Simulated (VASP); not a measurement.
**Zr2TiB2: single point with PBE**

Zr2TiB2:

```xyz
5
Lattice="3.1301 0.0000 0.0000 0.0000 8.4908 0.0000 -1.5433 0.0000 2.7289" Properties=species:S:1:pos:R:3 pbc="T T T"
Zr    1.0885    1.7629    1.5572
Zr    1.0885    6.7278    1.5572
Ti    2.7362    4.2454    0.5497
B    -0.4690    0.0000    2.4901
B     2.6578    0.0000    0.6643
```

```json
{
 "Program": "VASP 6.6.1",
 "Task": "single point",
 "Functional": "PBE",
 "Potentials or basis": "VASP PAW PBE potentials, release 64 (Zr_sv, Ti_sv, B)",
 "Cutoff": "520 eV",
 "k mesh": "6 × 2 × 6",
 "Occupations": "gaussian, width 0.1 eV",
 "Spin": "no spin polarisation",
 "Dipole correction": "no",
 "Further INCAR settings": "ALGO = Normal; EDIFF = 1e-07; NBANDS = 29"
}
```

```json
{
 "Pressure": "1.9 GPa",
 "Largest force": "0.246 eV/Å",
 "Band gap on the k mesh": "zero (bands 21 and 22 overlap by 0.97 eV)"
}
```

Forces in eV/Å, atoms in the order of the input:
```
Zr   0.065 -0.050  0.080
Zr   0.065  0.050  0.080
Ti  -0.073  0.000  0.110
B    0.115  0.000 -0.218
B   -0.173  0.000 -0.051
```

Stress tensor (GPa, compression positive):
```
 2.44  0.00 -0.26
 0.00  1.02  0.00
-0.26  0.00  2.20
```

Levels at points of the mesh, in eV from the Fermi level:
```
           k point  band 19  band 20  band 21  band 22  band 23  band 24
(0.00, 0.00, 0.00)     0.00     0.47     0.73     0.81     0.88     0.96
(0.50, 0.00, 0.00)    -1.79    -0.87    -0.35     0.46     0.94     1.28
(0.00, 0.50, 0.00)    -0.25     0.14     0.74     0.85     1.18     1.30
(0.50, 0.50, 0.00)    -1.53    -1.17    -0.38     0.74     0.91     1.25
(0.00, 0.00, 0.50)    -1.81    -0.84    -0.31     0.41     0.97     1.15
(0.50, 0.00, 0.50)    -1.74    -0.91    -0.43     0.59     0.81     1.59
(0.00, 0.50, 0.50)    -1.54    -1.13    -0.36     0.70     0.79     1.26
(0.50, 0.50, 0.50)    -1.54    -1.27    -0.35     0.89     1.13     1.21
```

It took 80 s on 1 thread of Intel(R) Xeon(R) 6975P-C (Granite Rapids), on a shared host, peak memory 0.23 GiB.

Caveat: the k points lie up to 0.38 Å⁻¹ apart, too coarse for converged energies and pressures of a metal.
